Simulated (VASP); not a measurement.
# Zn in VASP: further runs

Zn is run at these levels: r2SCAN; tasks: single point, relaxation of cell and atoms.

Everything below comes from runs of VASP 6.6.1. Logs are shortened: lines on timing, memory, paths and dates and some standing lists are left out, and cuts for length are marked.

### 1 The cell of the first run

It takes space group R-3m (No. 166, trigonal). The conventional cell has a = 4.149 Å, b = 4.149 Å, c = 2.996 Å, α = 90.00°, β = 90.00°, γ = 120.00°. Zn (site symmetry -3m) has 14 Zn at 2.60 to 3.12 Å within 3.4 Å.

### 2 Single point, r2SCAN

Input file POSCAR:

```
Zn
1.0
    2.0747332877      1.1978478222      0.9987237947
   -2.0747332877      1.1978478222      0.9987237947
    0.0000000000     -2.3956956443      0.9987237948
Zn
1
Direct
    0.5000000000      0.5000000000      0.5000000000
```

Input file INCAR.step1:

```
ALGO = Normal
EDIFF = 1E-4
ENCUT = 520
GGA = PE
ISMEAR = 0
LASPH = T
LCHARG = F
LREAL = F
LWAVE = T
NBANDS = 12
NELM = 60
PREC = Accurate
SIGMA = 0.1
```

Input file INCAR.step2:

```
ALGO = Normal
EDIFF = 1E-6
ENCUT = 520
ISIF = 2
ISMEAR = 0
ISTART = 1
LASPH = T
LCHARG = T
LELF = T
LMIXTAU = T
LREAL = F
LVHAR = T
LWAVE = F
METAGGA = R2SCAN
NBANDS = 12
NELM = 60
PREC = Accurate
SIGMA = 0.1
```

Input file KPOINTS:

```
k-points
0
Gamma
  9 9 9
```

Potentials or basis: VASP PAW PBE potentials, release 64 (Zn).

The run is started by

```console
$ cat potpaw_PBE.64/Zn/POTCAR > POTCAR
$ cp INCAR.step1 INCAR
$ mpirun -np 1 vasp_std > vasp.out
$ cp INCAR.step2 INCAR
$ mpirun -np 1 vasp_std > vasp.out
```

OUTCAR:

```text
EDIFF = 1E-6
   ENCUT = 520
   ISIF = 2
   ISMEAR = 0
   ISTART = 1
   LASPH = T
   LREAL = F
   METAGGA = R2SCAN
   NELM = 60
   PREC = Accurate

 ion  position               nearest neighbor table
   1  0.500  0.500  0.500-

  LATTYP: Found a trigonal (rhomboedric) cell.
 ALAT       =     2.5955359443
 COS(alpha) =    -0.2779105349

  Lattice vectors:

 A1 = (   2.0747332877,   1.1978478222,   0.9987237947)
 A2 = (  -2.0747332877,   1.1978478222,   0.9987237947)
 A3 = (   0.0000000000,  -2.3956956443,   0.9987237948)

Analysis of symmetry for initial positions (statically):
=====================================================================
 Subroutine PRICEL returns:
 Original cell was already a primitive cell.

 Routine SETGRP: Setting up the symmetry group for a
 trigonal (rhombohedral) supercell.

 Subroutine GETGRP returns: Found 12 space group operations
 (whereof 12 operations were pure point group operations)
 out of a pool of 12 trial point group operations.

The static configuration has the point symmetry D_3d.

Analysis of symmetry for dynamics (positions and initial velocities):
=====================================================================
 Subroutine PRICEL returns:
 Original cell was already a primitive cell.

 Routine SETGRP: Setting up the symmetry group for a
 trigonal (rhombohedral) supercell.

 Subroutine GETGRP returns: Found 12 space group operations
 (whereof 12 operations were pure point group operations)
 out of a pool of 12 trial point group operations.

The dynamic configuration has the point symmetry D_3d.

 Subroutine INISYM returns: Found 12 space group operations
 (whereof 12 operations are pure point group operations),
 and found     1 'primitive' translations

----------------------------------------------------------------------------------------

                                     Primitive cell

  volume of cell :      14.8923

  direct lattice vectors                    reciprocal lattice vectors
     2.074733288  1.197847822  0.998723795     0.240994832  0.139138431  0.333759279
    -2.074733288  1.197847822  0.998723795    -0.240994832  0.139138431  0.333759279
     0.000000000 -2.395695644  0.998723795     0.000000000 -0.278276862  0.333759279

  length of vectors
     2.595535944  2.595535944  2.595535944     0.434549500  0.434549500  0.434549500

  position of ions in fractional coordinates (direct lattice)
     0.500000000  0.500000000  0.500000000

  ion indices of the primitive-cell ions
   primitive index   ion index
                 1           1

----------------------------------------------------------------------------------------

 KPOINTS: k-points

Automatic generation of k-mesh.
 Grid dimensions read from file:
 generate k-points for:    9    9    9

 Generating k-lattice:

  Cartesian coordinates                     Fractional coordinates (reciprocal lattice)
     0.026777204  0.015459826  0.037084364     0.111111111  0.000000000  0.000000000
    -0.026777204  0.015459826  0.037084364     0.000000000  0.111111111  0.000000000
     0.000000000 -0.030919651  0.037084364     0.000000000  0.000000000  0.111111111

  Length of vectors
     0.048283278  0.048283278  0.048283278

  Shift w.r.t. Gamma in fractional coordinates (k-lattice)
     0.000000000  0.000000000  0.000000000

 Subroutine IBZKPT returns following result:
 ===========================================

 Found     85 irreducible k-points:

 Following reciprocal coordinates:
            Coordinates               Weight
  0.000000  0.000000  0.000000      1.000000
  0.111111  0.000000  0.000000      6.000000
  0.222222 -0.000000  0.000000      6.000000
  0.333333  0.000000  0.000000      6.000000
  0.444444 -0.000000  0.000000      6.000000
  0.111111  0.111111  0.000000      6.000000
[... 16 lines left out ...]
 -0.333333  0.333333  0.000000      6.000000
  0.444444  0.444444  0.000000      6.000000
 [... further k-points ...]
   k-points           NKPTS =     85   k-points in BZ     NKDIM =     85   number of bands    NBANDS=     12
   number of dos      NEDOS =    301   number of ions     NIONS =      1
   total plane-waves  NPLWV =   8000
   dimension x,y,z NGX =    20 NGY =   20 NGZ =   20
   dimension x,y,z NGXF=    40 NGYF=   40 NGZF=   40
   ions per type =               1
   NGX,Y,Z   is equivalent  to a cutoff of  12.81, 12.81, 12.81 a.u.
   NGXF,Y,Z  is equivalent  to a cutoff of  25.62, 25.62, 25.62 a.u.
 SYSTEM =  unknown system
   PREC   = accura    normal or accurate (medium, high low for compatibility)
   ISTART =      1    job   : 0-new  1-cont  2-samecut
   ICHARG =      0    charge: 1-file 2-atom 10-const
   ISPIN  =      1    spin polarized calculation?
   LNONCOLLINEAR =      F non collinear calculations
   LSORBIT =      F    spin-orbit coupling
   LASPH  =      T    aspherical Exc in radial PAW
   ENCUT  =  520.0 eV  38.22 Ry    6.18 a.u.   4.83  4.83  4.83*2*pi/ulx,y,z
   NELM   =     60;   NELMIN=  2; NELMDL=  0     # of ELM steps
   EDIFF  = 0.1E-05   stopping-criterion for ELM
   LREAL  =      F    real-space projection
   EDIFFG = 0.1E-04   stopping-criterion for IOM
   NSW    =      0    number of steps for IOM
   IBRION =     -1    ionic relax: 0-MD 1-quasi-New 2-CG
   NFREE  =      0    steps in history (QN), initial steepest desc. (CG)
   ISIF   =      2    stress and relaxation
   ISYM   =      2    0-nonsym 1-usesym 2-fastsym
   POTIM  = 0.5000    time-step for ionic-motion
   TEBEG  =    0.0;   TEEND  =   0.0 temperature during run
   PSTRESS=    0.0 pullay stress
   NELECT =      12.0000    total number of electrons
   NUPDOWN=      -1.0000    fix difference up-down
   EMIN   =  10.00;   EMAX   =-10.00  energy-range for DOS
   EFERMI =   0.00;   METHOD = LEGACY
   ISMEAR =     0;   SIGMA  =   0.10  broadening in eV -4-tet -1-fermi 0-gaus
   EFERMI_NEDOS =   21; number of points for ismear=-14 and -15
   IALGO  =     38    algorithm
   IMIX   =      4    mixing-type and parameters
     AMIX     =   0.40;   BMIX     =  1.00
     AMIX_MAG =   1.60;   BMIX_MAG =  1.00
  volume/ion in A,a.u.               =      14.89       100.50
  Fermi-wavevector in a.u.,A,eV,Ry     =   1.523404  2.878816 31.575848  2.320759
  Thomas-Fermi vector in A             =   2.631852
   LORBIT       =      0    0 simple, 1 ext, 2 COOP (PROOUT), +10 PAW based schemes
   METAGGA = R2SCAN    functional components
   LHFCALC =     F    Hartree Fock is set to
   AEXX    =    0.0000 exact exchange contribution
   IVDW    =     0    specifies the selected vdW correction
   LEPSILON=     F    determine dielectric tensor
   LRPA    =     F    only Hartree local field effects (RPA)
 non-spin polarized calculation
 Gauss-broadening in eV      SIGMA  =   0.10
  energy-cutoff  :      520.00
  volume of cell :       14.89
 maximum number of plane-waves:       415
   NGX =  9   NGY =  9   NGZ =  9

 number of electron      11.9999999 magnetization

 Free energy of the ion-electron system (eV)
  ---------------------------------------------------
  ext. energy  EPLUGINS =         0.00000000
  ---------------------------------------------------
  free energy    TOTEN  =        -8.79506998 eV

  energy without entropy =       -8.79448482  energy(sigma->0) =       -8.79477740

 E-fermi :   3.2191     XC(G=0): -12.7702

 val. band max:        3.1507560142   @ k =  -0.3333  -0.4444   0.2222
 cond. band min:       3.4616750643   @ k =  -0.4444   0.4444   0.3333
 fundamental gap:      0.3109190501
 Fermi energy:         3.2190870564

 k-point     1 :       0.0000    0.0000    0.0000
  band No.  band energies     occupation
      1      -7.9019      2.00000
      2      -5.2355      2.00000
      3      -5.2355      2.00000
      4      -4.6561      2.00000
      5      -4.3935      2.00000
      6      -4.3935      2.00000
      7      20.9275      0.00000
      8      21.6913      0.00000
      9      21.6913      0.00000
     10      24.0834      0.00000
     11      24.0834      0.00000
     12      26.6541      0.00000

 k-point     2 :       0.1111    0.0000    0.0000
  band No.  band energies     occupation
      1      -7.5303      2.00000
      2      -5.2539      2.00000
      3      -5.1879      2.00000
      4      -4.6292      2.00000
      5      -4.4086      2.00000
      6      -4.3984      2.00000
      7      16.7743      0.00000
      8      20.3613      0.00000
      9      20.5110      0.00000
     10      25.6082      0.00000
     11      26.1015      0.00000
     12      26.2550      0.00000

 k-point     3 :       0.2222   -0.0000    0.0000
  band No.  band energies     occupation
      1      -6.5416      2.00000
      2      -5.3075      2.00000
      3      -4.9843      2.00000
      4      -4.5275      2.00000
      5      -4.4230      2.00000
      6      -4.4021      2.00000
      7      11.4061      0.00000
      8      18.9853      0.00000
      9      19.1630      0.00000
     10      23.2376      0.00000
     11      24.3872      0.00000
     12      29.3159      0.00000
[... 286 lines left out ...]
 k-point    23 :      -0.3333    0.3333    0.0000
  band No.  band energies     occupation
      1      -5.6201      2.00000
      2      -5.2101      2.00000
      3      -4.5141      2.00000
      4      -4.4985      2.00000
      5      -4.3204      2.00000
      6      -3.1781      2.00000
      7       9.7846      0.00000
      8      13.2780      0.00000
      9      16.9439      0.00000
     10      20.4110      0.00000
     11      23.6388      0.00000
     12      26.4377      0.00000

 k-point    24 :       0.4444    0.4444    0.0000
  band No.  band energies     occupation
      1      -5.6272      2.00000
      2      -5.3234      2.00000
      3      -4.5304      2.00000
      4      -4.4531      2.00000
      5      -4.1098      2.00000
      6       1.3387      2.00000
      7       3.8289      0.00000
      8       9.2780      0.00000
      9      18.3092      0.00000
     10      19.6705      0.00000
     11      24.1860      0.00000
     12      29.3461      0.00000

 [... further k-points ...]
[... 5 lines left out ...]
  --------------------------------------------------------------------------------------
  -------------------------------------------------------------------------------------
  Total        0.0418609      0.0418609      0.0260031      0.0000000     -0.0000000      0.0000000
  in kB        4.5035918      4.5035918      2.7975333      0.0000000     -0.0000000      0.0000000
  external PRESSURE =       3.9349056 kB  Pullay stress =       0.0000000 kB

 VOLUME and BASIS-vectors are now :
 -----------------------------------------------------------------------------
  energy-cutoff  :      520.00
  volume of cell :       14.89
      direct lattice vectors                 reciprocal lattice vectors
     2.074733288  1.197847822  0.998723795     0.240994832  0.139138431  0.333759279
    -2.074733288  1.197847822  0.998723795    -0.240994832  0.139138431  0.333759279
     0.000000000 -2.395695644  0.998723795     0.000000000 -0.278276862  0.333759279

 POSITION                                       TOTAL-FORCE (eV/Angst)
 -----------------------------------------------------------------------------------
      0.00000      0.00000      1.49809         0.000000     -0.000000     -0.000000
 -----------------------------------------------------------------------------------
    total drift:                               -0.000000      0.000000      0.000000

  FREE ENERGIE OF THE ION-ELECTRON SYSTEM (eV)
  ---------------------------------------------------
  free  energy   TOTEN  =        -8.7950699824 eV

  energy  without entropy=       -8.7944848234  energy(sigma->0) =       -8.79477740
```

Run time: 36 s. Hardware: 1 thread of Intel Xeon Platinum 8488C (Sapphire Rapids), shared host; peak memory 0.13 GiB.

Results:

```
Free energy            : -8.7951 eV
Pressure               : 0.4 GPa
Band gap on the k mesh : zero (band 6 reaches 6.52 eV, above the bottom of band 7 at 1.64 eV)
```

Caveat: the PAW data sets were made with another functional, which shifts forces and pressure a little.

### 3 Single point, r2SCAN

This run uses another cell than the first one: it holds 3 atoms, not 1.

Input file POSCAR:

```
Zn
1.0
    4.0350583441      0.0000000000      0.0000000000
   -2.0175291721      3.4944630317      0.0000000000
    0.0000000000      0.0000000000      3.3640099780
Zn
3
Direct
    0.3332866659      0.0000000000      0.3333333333
    0.0000000000      0.3332866659      0.6666666667
    0.6667133341      0.6667133341      0.0000000000
```

Input file INCAR.step1:

```
ALGO = Normal ; EDIFF = 1E-4
ENCUT = 520 ; GGA = PE
ISMEAR = 0 ; LASPH = True
LCHARG = False ; LREAL = False
LWAVE = True ; NBANDS = 25
NELM = 60 ; PREC = Accurate
SIGMA = 0.1
```

Input file INCAR.step2:

```
ALGO = Normal ; EDIFF = 1E-6
ENCUT = 520 ; ISIF = 2
ISMEAR = 0 ; ISTART = 1
LASPH = True ; LCHARG = False
LMIXTAU = True ; LREAL = False
LWAVE = False ; METAGGA = R2SCAN
NBANDS = 25 ; NELM = 60
PREC = Accurate ; SIGMA = 0.1
```

Input file KPOINTS:

```
k-points
0
Gamma
  6 6 4
```

Potentials or basis: VASP PAW PBE potentials, release 64 (Zn).

The run is started by

```console
$ cat potpaw_PBE.64/Zn/POTCAR > POTCAR
$ cp INCAR.step1 INCAR
$ mpirun -np 1 vasp_std > vasp.out
$ cp INCAR.step2 INCAR
$ mpirun -np 1 vasp_std > vasp.out
```

Wall time 2 min (1 thread of Intel Xeon Platinum 8488C (Sapphire Rapids), shared host); peak memory 0.17 GiB.

It converged, with:

- Free energy: -26.1650 eV
- Pressure: 0.2 GPa
- Band gap on the k mesh: zero (band 18 reaches 6.98 eV, above the bottom of band 19 at 0.22 eV)

Stress tensor (GPa, compression positive):
```
0.27 0.00 0.00
0.00 0.27 0.00
0.00 0.00 0.14
```

Levels at points of the mesh, in eV from the Fermi level:
| k point | band 14 | band 15 | band 16 | band 17 | band 18 | band 19 | band 20 | band 21 | band 22 | band 23 |
| --- | --- | --- | --- | --- | --- | --- | --- | --- | --- | --- |
| (0.00, 0.00, 0.00) | -7.41 | -7.27 | -7.27 | 2.97 | 2.97 | 2.97 | 2.98 | 3.52 | 3.52 | 5.79 |
| (0.50, 0.00, 0.00) | -7.37 | -6.92 | -6.44 | -6.43 | -1.19 | 1.58 | 5.91 | 7.53 | 7.53 | 10.25 |
| (0.00, 0.00, 0.50) | -6.93 | -6.93 | -6.06 | -6.06 | 4.39 | 4.39 | 6.83 | 6.93 | 6.93 | 6.93 |
| (0.50, 0.00, 0.50) | -7.35 | -7.25 | -3.27 | -2.97 | -2.97 | -2.38 | 3.21 | 3.21 | 4.53 | 4.53 |

Caveat: the k points lie up to 0.47 Å⁻¹ apart; the PAW data sets were made with another functional, which shifts forces and pressure a little.

(Continued in part 2 of 3.)
